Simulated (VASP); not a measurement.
Set up this calculation in VASP 6.6.1, as the native input.

```yaml
Task: single point
Functional: PBEsol
Potentials_or_basis: VASP PAW PBE potentials, release 64 (Pb_d, O)
Cutoff: 520 eV
k_mesh: 9 × 9 × 9
Occupations: fermi-dirac, width 0.05 eV
Spin: non-collinear spin, zero start, spin-orbit coupling
Starting_moments: "[[0.0, 0.0, 0.0], [0.0, 0.0, 0.0], [0.0, 0.0, 0.0]] μB"
Dipole_correction: no
Further_INCAR_settings: ALGO = Normal; EDIFF = 1e-06; NBANDS = 39
```

The structure of PbO2 lies in POSCAR:

```
PbO2
1.0
    0.0000000000      2.7019920000      2.7019920000
    2.7019920000      0.0000000000      2.7019920000
    2.7019920000      2.7019920000      0.0000000000
Pb O
1 2
Direct
    0.0000000000      0.0000000000      0.0000000000
    0.7500000000      0.7500000000      0.7500000000
    0.2500000000      0.2500000000      0.2500000000
```

These files were run (other wordings do the same):

INCAR

```
SYSTEM = PbO2
ALGO = Normal ; EDIFF = 1E-6
ENCUT = 520 ; GGA = PS
GGA_COMPAT = .False. ; ISIF = 2
ISMEAR = -1 ; LASPH = .True.
LCHARG = .False. ; LORBIT = 11
LORBMOM = .True. ; LREAL = .False.
LSORBIT = .True. ; LWAVE = .False.
MAGMOM = 0 0 0 0 0 0 0 0 0 ; NBANDS = 39
NELM = 150 ; PREC = Accurate
SIGMA = 0.05
```

KPOINTS

```
k-points
0
Gamma
  9 9 9
  0 0 0
```

Potentials or basis: VASP PAW PBE potentials, release 64 (Pb_d, O).

Launch:

```console
$ cat potpaw_PBE.64/Pb_d/POTCAR potpaw_PBE.64/O/POTCAR > POTCAR
$ mpirun -np 1 vasp_ncl > vasp.out
```

It gave:

```yaml
Pressure: -5.8 GPa
Net_moment: 0.00 μB per cell
Valence_electrons_inside_the_program's_atomic_spheres: Pb 11.71; O 4.91
```

Caveat: the cell stands under tension; the PAW data sets were made with another functional, which shifts forces and pressure a little.

It took 3.3 min on 1 thread of Intel Xeon 8259CL, on a shared host, peak memory 0.29 GiB.
